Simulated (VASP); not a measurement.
The system is Zr3ZnN2.

```
Zr Zn N
1.0
     2.54666   -4.27688    0.00000
     2.54666    4.27688    0.00000
     0.00000    0.00000    3.95157
Zr Zn N
3 1 2
Direct
  0.66109 0.33891 0.00000
  0.33891 0.66109 0.00000
  0.50000 0.50000 0.50000
  0.00000 0.00000 0.00000
  0.50000 0.00000 0.50000
  0.00000 0.50000 0.50000
```

The cell was generated, and may not be a known phase.

* Program: VASP 6.6.1
* Task: relaxation of cell and atoms
* Functional: PBE
* Potentials or basis: VASP PAW PBE potentials, release 64 (Zr_sv, Zn, N)
* Cutoff: 600 eV
* k mesh: 4 × 4 × 4
* Occupations: gaussian, width 0.1 eV
* Spin: no spin polarisation

At the start: pressure 20.7 GPa; volume 14.35 Å³/atom.

Task: How do energy, volume and symmetry change on relaxing?

Result: Over 29 steps the energy falls by 1293.4 meV/atom and the volume is 17.52 Å³/atom (+22.1 %); space group Cmmm (No. 65, to 0.1 Å) before and after.

Step by step:
```tsv
step	energy change (eV)	largest force (eV/Å)	pressure (GPa)	volume (Å³)
1	0.0000	7.0592	20.72	86.08
2	-1.5968	0.2321	-14.36	111.06
3	-2.2467	1.7312	-6.53	100.52
4	-2.2478	1.8154	-6.07	100.11
5	-2.8526	1.3124	-0.31	94.43
6	-3.3340	0.2469	18.31	84.46
7	-3.3377	0.9968	11.15	87.35
8	-3.3614	0.7186	14.16	86.05
9	-3.5645	0.3661	15.43	85.80
10	-4.1043	0.3730	20.66	84.93
11	-4.4467	2.0438	34.75	82.66
12	-4.8919	2.0276	31.85	84.12
13	-5.8601	2.9975	23.43	88.33
14	-4.6782	7.3455	13.14	95.77
15	-5.8861	4.3353	19.39	90.75
16	-6.5272	3.2307	14.42	93.25
17	-7.5691	1.1165	3.46	100.89
18	-7.7257	0.5331	-0.37	104.67
19	-7.7417	0.3378	-1.82	106.34
20	-7.7415	0.3043	-2.08	106.66
21	-7.7518	0.1973	-1.05	106.04
22	-7.7552	0.0930	-0.02	105.45
23	-7.7552	0.0888	0.02	105.42
24	-7.7556	0.0869	0.02	105.41
25	-7.7564	0.0816	0.04	105.37
26	-7.7577	0.0709	0.06	105.28
27	-7.7587	0.0509	0.10	105.11
28	-7.7592	0.0473	0.09	105.12
29	-7.7603	0.0357	0.06	105.14
```

Final structure:
```
Zr Zn N
1.0
     2.93667   -5.69602    0.00000
     2.93667    5.69602    0.00000
     0.00000    0.00000    3.14275
Zr Zn N
3 1 2
Direct
  0.77197 0.22803 0.00000
  0.22803 0.77197 0.00000
  0.50000 0.50000 0.50000
  0.00000 0.00000 0.00000
  0.50000 0.00000 0.50000
  0.00000 0.50000 0.50000
```

Caveat: the k points lie up to 0.50 Å⁻¹ apart in the final cell; the volume moved by over 15 % at a fixed basis, so the end points are rough.
